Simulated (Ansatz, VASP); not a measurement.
# Two plane-wave programs on Fe2Co3

```
Fe Co
1.0
     2.00639    1.15839    4.08002
    -2.00639    1.15839    4.08002
     0.00000   -2.31677    4.08002
Fe Co
2 3
Direct
  0.79960 0.79960 0.79960
  0.20040 0.20040 0.20040
  0.60086 0.60086 0.60086
  0.00000 0.00000 0.00000
  0.39914 0.39914 0.39914
```

Alike in both runs: functional PBE; k mesh 6 × 6 × 6; occupations gaussian, width 0.1 eV; collinear spin.

Ansatz relaxed the structure, and its values are those at the end. VASP's run is a single point on that final structure, the one shown.

|  | VASP | Ansatz |
| --- | --- | --- |
| version | VASP 6.6.1 | Ansatz 0.2.0 |
| potentials or method | VASP PAW PBE potentials, release 64 (Fe, Co), cutoff 520 eV | scalar-relativistic, plane waves, PAW |
| valence electrons in the cell | 43 | 83 |

```csv
,VASP,Ansatz,Ansatz less VASP
gap on the k mesh at the Fermi level (eV),none,none,-
pressure (GPa),-0.3,0.1,+0.43
rms of the force components (eV/Å),0.008,0.005,-0.0031
net moment per atom (μB),2.11,2.12,+0.007
size of the moment on the site where the two differ most (μB),1.82,1.89,+0.075
```

Site moments also hang on the region over which each program counts them. A gap of «none» marks a metal or a gap that the smearing closes. VASP's potentials hold 43 valence electrons a cell and Ansatz's 83, so a difference there can come from the potentials and not from the codes.
